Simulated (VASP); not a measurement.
Input of a VASP 6.6.1 run:

The input INCAR:

```
  PREC = Accurate
  ENCUT = 500
  EDIFF = 1E-6
  ISMEAR = 0
  SIGMA = 0.05
  LREAL = F
  LASPH = T
  NELM = 120
  ALGO = Normal
  ISIF = 2
  LWAVE = F
  LCHARG = F
  GGA = PE
  NBANDS = 17
  GGA_COMPAT = F
```

Contents of KPOINTS:

```
Automatic mesh
0
Gamma
  5 5 5
```

POSCAR

```
SnTe
1.0
    0.0000000000      3.1508500000      3.1508500000
    3.1508500000      0.0000000000      3.1508500000
    3.1508500000      3.1508500000      0.0000000000
Sn Te
1 1
Direct
    0.0000000000      0.0000000000      0.0000000000
    0.5000000000      0.5000000000      0.5000000000
```

Potentials or basis: VASP PAW PBE potentials, release 64 (Sn_d, Te).

Run with:

```bash
$ cat potpaw_PBE.64/Sn_d/POTCAR potpaw_PBE.64/Te/POTCAR > POTCAR
$ mpirun -np 1 vasp_std > vasp.out
```

(1) What does it give for the pressure?

## Answers

(1) 2.2 GPa.
